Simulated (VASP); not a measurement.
# Zn (P6/mmm) in VASP: single point with LDA

Aim: the single point of Zn with LDA.

Program: VASP 6.6.1. These are calculated values, not measurements. Logs are shortened: lines on timing, memory, paths and dates and some standing lists are left out, and cuts for length are marked.

**1. The cell of the first run**

The structure is hexagonal, space group P6/mmm (No. 191). Conventional cell: a = 2.748 Å, b = 2.748 Å, c = 4.494 Å, α = 90.00°, β = 90.00°, γ = 120.00°. Zn (site symmetry 6/mmm) has 6 Zn at 2.75 Å within 3.6 Å.

**2. Single point, LDA**

INCAR reads:

```
SYSTEM = Zn
ALGO     = Normal         ! electronic algorithm
EDIFF    = 1E-6           ! SCF threshold, eV
ENCUT    = 520            ! plane-wave cutoff, eV
ISIF     = 2              ! what is computed and relaxed
ISMEAR   = 1              ! smearing method
LASPH    = .True.         ! aspherical terms in the spheres
LCHARG   = .True.         ! write CHGCAR
LELF     = .True.         ! ELF
LREAL    = .False.        ! projectors in reciprocal space
LVHAR    = .True.       
LWAVE    = .False.        ! write WAVECAR
NBANDS   = 12             ! bands
NELM     = 80             ! most SCF steps
PREC     = Accurate       ! precision mode
SIGMA    = 0.1            ! smearing width, eV
```

KPOINTS reads:

```
k-points
0
Gamma
  10 10 5
  0 0 0
```

POSCAR reads:

```
Zn
1.0
    2.7482180000      0.0000000000      0.0000000000
   -1.3741090000      2.3800270000      0.0000000000
    0.0000000000      0.0000000000      4.4940660000
Zn
1
Direct
    0.0000000000      0.0000000000      0.0000000000
```

Potentials or basis: VASP PAW LDA potentials, release 64 (Zn).

Run with:

```sh
cat potpaw_LDA.64/Zn/POTCAR > POTCAR
mpirun -np 1 vasp_std > vasp.out
```

OUTCAR:

```text
SYSTEM = Zn
   EDIFF = 1E-6
   ENCUT = 520
   ISIF = 2
   ISMEAR = 1
   LASPH = .True.
   LREAL = .False.
   NELM = 80
   PREC = Accurate

 ion  position               nearest neighbor table
   1  0.000  0.000  0.000-

  LATTYP: Found a hexagonal cell.
 ALAT       =     2.7482180000
 C/A-ratio  =     1.6352654702

  Lattice vectors:

 A1 = (   2.7482180000,   0.0000000000,   0.0000000000)
 A2 = (  -1.3741090000,   2.3800270000,   0.0000000000)
 A3 = (   0.0000000000,   0.0000000000,   4.4940660000)

Analysis of symmetry for initial positions (statically):
=====================================================================
 Subroutine PRICEL returns:
 Original cell was already a primitive cell.

 Routine SETGRP: Setting up the symmetry group for a
 hexagonal supercell.

 Subroutine GETGRP returns: Found 24 space group operations
 (whereof 24 operations were pure point group operations)
 out of a pool of 24 trial point group operations.

The static configuration has the point symmetry D_6h.

Analysis of symmetry for dynamics (positions and initial velocities):
=====================================================================
 Subroutine PRICEL returns:
 Original cell was already a primitive cell.

 Routine SETGRP: Setting up the symmetry group for a
 hexagonal supercell.

 Subroutine GETGRP returns: Found 24 space group operations
 (whereof 24 operations were pure point group operations)
 out of a pool of 24 trial point group operations.

The dynamic configuration has the point symmetry D_6h.

 Subroutine INISYM returns: Found 24 space group operations
 (whereof 24 operations are pure point group operations),
 and found     1 'primitive' translations

----------------------------------------------------------------------------------------

                                     Primitive cell

  volume of cell :      29.3949

  direct lattice vectors                    reciprocal lattice vectors
     2.748218000  0.000000000  0.000000000     0.363872153  0.210081650  0.000000000
    -1.374109000  2.380027000  0.000000000     0.000000000  0.420163301  0.000000000
     0.000000000  0.000000000  4.494066000     0.000000000  0.000000000  0.222515646

  length of vectors
     2.748218000  2.748218344  4.494066000     0.420163353  0.420163301  0.222515646

[... 76 lines left out ...]
   ENCUT  =  520.0 eV  38.22 Ry    6.18 a.u.   5.11  5.11  8.36*2*pi/ulx,y,z
   NELM   =     80;   NELMIN=  2; NELMDL= -5     # of ELM steps
   EDIFF  = 0.1E-05   stopping-criterion for ELM
   LREAL  =      F    real-space projection
   EDIFFG = 0.1E-04   stopping-criterion for IOM
   NSW    =      0    number of steps for IOM
   IBRION =     -1    ionic relax: 0-MD 1-quasi-New 2-CG
   NFREE  =      0    steps in history (QN), initial steepest desc. (CG)
   ISIF   =      2    stress and relaxation
   ISYM   =      2    0-nonsym 1-usesym 2-fastsym
   POTIM  = 0.5000    time-step for ionic-motion
   TEBEG  =    0.0;   TEEND  =   0.0 temperature during run
   PSTRESS=    0.0 pullay stress
   NELECT =      12.0000    total number of electrons
   NUPDOWN=      -1.0000    fix difference up-down
   EMIN   =  10.00;   EMAX   =-10.00  energy-range for DOS
   EFERMI =   0.00;   METHOD = LEGACY
   ISMEAR =     1;   SIGMA  =   0.10  broadening in eV -4-tet -1-fermi 0-gaus
   EFERMI_NEDOS =   21; number of points for ismear=-14 and -15
   IALGO  =     38    algorithm
   IMIX   =      4    mixing-type and parameters
     AMIX     =   0.40;   BMIX     =  1.00
     AMIX_MAG =   1.60;   BMIX_MAG =  1.00
  volume/ion in A,a.u.               =      29.39       198.37
  Fermi-wavevector in a.u.,A,eV,Ry     =   1.214445  2.294968 20.066905  1.474876
  Thomas-Fermi vector in A             =   2.349864
   LORBIT       =      0    0 simple, 1 ext, 2 COOP (PROOUT), +10 PAW based schemes
   GGA     = CA    functional components
   LHFCALC =     F    Hartree Fock is set to
   AEXX    =    0.0000 exact exchange contribution
   IVDW    =     0    specifies the selected vdW correction
   LEPSILON=     F    determine dielectric tensor
   LRPA    =     F    only Hartree local field effects (RPA)
 non-spin polarized calculation
 Methfessel and Paxton  Order N= 1 SIGMA  =   0.10
  energy-cutoff  :      520.00
  volume of cell :       29.39
 maximum number of plane-waves:       800
   NGX = 11   NGY = 11   NGZ = 17

 number of electron      12.0000012 magnetization

 Free energy of the ion-electron system (eV)
  ---------------------------------------------------
  ext. energy  EPLUGINS =         0.00000000
  ---------------------------------------------------
  free energy    TOTEN  =        -1.23772501 eV

  energy without entropy =       -1.23773210  energy(sigma->0) =       -1.23772737

 E-fermi :  -0.2362     XC(G=0):  -8.4117

 val. band max:       -0.3661679979   @ k =   0.5000   0.0000   0.0000
 cond. band min:      -0.2317728302   @ k =   0.3000   0.3000   0.0000
 fundamental gap:      0.1343951677
 Fermi energy:        -0.2361843827

 k-point     1 :       0.0000    0.0000    0.0000
  band No.  band energies     occupation
      1      -8.7833      2.00000
      2      -7.9256      2.00000
      3      -7.9256      2.00000
      4      -7.5440      2.00000
      5      -7.5440      2.00000
      6      -7.2643      2.00000
      7       0.5494     -0.00000
      8       3.7630      0.00000
      9      17.2797      0.00000
     10      17.2797      0.00000
     11      19.4693      0.00000
     12      20.7012      0.00000
[... 331 lines left out ...]
 k-point    24 :       0.4000    0.1000    0.2000
  band No.  band energies     occupation
      1      -8.3700      2.00000
      2      -8.0391      2.00000
      3      -7.6714      2.00000
      4      -7.6298      2.00000
      5      -7.3887      2.00000
      6      -1.8755      2.00000
      7       1.0430     -0.00000
      8       4.9025      0.00000
      9       8.2309      0.00000
     10       8.9499      0.00000
     11      11.4943      0.00000
     12      13.9727      0.00000

 [... further k-points ...]
[... 5 lines left out ...]
  --------------------------------------------------------------------------------------
  -------------------------------------------------------------------------------------
  Total       -2.2160242     -2.2160250     -0.4174837      0.0000000     -0.0000000      0.0000000
  in kB     -120.7848824   -120.7849227    -22.7550381      0.0000000     -0.0000000      0.0000000
  external PRESSURE =     -88.1082810 kB  Pullay stress =       0.0000000 kB

 VOLUME and BASIS-vectors are now :
 -----------------------------------------------------------------------------
  energy-cutoff  :      520.00
  volume of cell :       29.39
      direct lattice vectors                 reciprocal lattice vectors
     2.748218000  0.000000000  0.000000000     0.363872153  0.210081650  0.000000000
    -1.374109000  2.380027000  0.000000000     0.000000000  0.420163301  0.000000000
     0.000000000  0.000000000  4.494066000     0.000000000  0.000000000  0.222515646

 POSITION                                       TOTAL-FORCE (eV/Angst)
 -----------------------------------------------------------------------------------
      0.00000      0.00000      0.00000        -0.000000      0.000000      0.000000
 -----------------------------------------------------------------------------------
    total drift:                               -0.000000      0.000000      0.000000

  FREE ENERGIE OF THE ION-ELECTRON SYSTEM (eV)
  ---------------------------------------------------
  free  energy   TOTEN  =        -1.2377250086 eV

  energy  without entropy=       -1.2377321047  energy(sigma->0) =       -1.23772737
```

OSZICAR:

```text
N       E                     dE             d eps       ncg     rms          rms(c)
DAV:   1     0.457998352745E+02    0.45800E+02   -0.63783E+03  1008   0.125E+03
DAV:   2     0.646986892331E+00   -0.45153E+02   -0.43073E+02  1056   0.207E+02
DAV:   3    -0.130515282986E+01   -0.19521E+01   -0.19495E+01  1176   0.436E+01
DAV:   4    -0.131431962513E+01   -0.91668E-02   -0.91664E-02  1108   0.324E+00
DAV:   5    -0.131433573427E+01   -0.16109E-04   -0.16109E-04  1200   0.123E-01    0.173E+00
DAV:   6    -0.124675960252E+01    0.67576E-01   -0.32737E-01  1200   0.103E+01    0.129E+00
DAV:   7    -0.124056302439E+01    0.61966E-02   -0.86470E-03  1164   0.152E+00    0.639E-01
DAV:   8    -0.123769550463E+01    0.28675E-02   -0.21880E-03  1168   0.572E-01    0.373E-02
DAV:   9    -0.123772299261E+01   -0.27488E-04   -0.18377E-04  1132   0.117E-01    0.200E-02
DAV:  10    -0.123772498623E+01   -0.19936E-05   -0.95848E-06  1160   0.359E-02    0.266E-03
DAV:  11    -0.123772500860E+01   -0.22367E-07   -0.11714E-07   600   0.403E-03
   1 F= -.12377250E+01 E0= -.12377274E+01  d E =0.709607E-05
```

stdout:

```text
POSCAR found type information on POSCAR Zn
 POSCAR found :  1 types and       1 ions
 scaLAPACK will be used
 LDA part: xc-table for (Slater(with rela. corr.)+CA(PZ))
 , standard interpolation
 POSCAR, INCAR and KPOINTS ok, starting setup
 FFT: planning ... GRIDC
 FFT: planning ... GRID_SOFT
 FFT: planning ... GRID
 WAVECAR not read
 entering main loop
```

Run time: 17 s. Hardware: 1 thread of Intel Xeon 6975P-C, shared host; peak memory 0.13 GiB.

Results:

```
Free energy            : -1.2377 eV
Pressure               : -8.8 GPa
Band gap on the k mesh : zero (band 6 reaches 0.13 eV, above the bottom of band 7 at -2.00 eV)
```
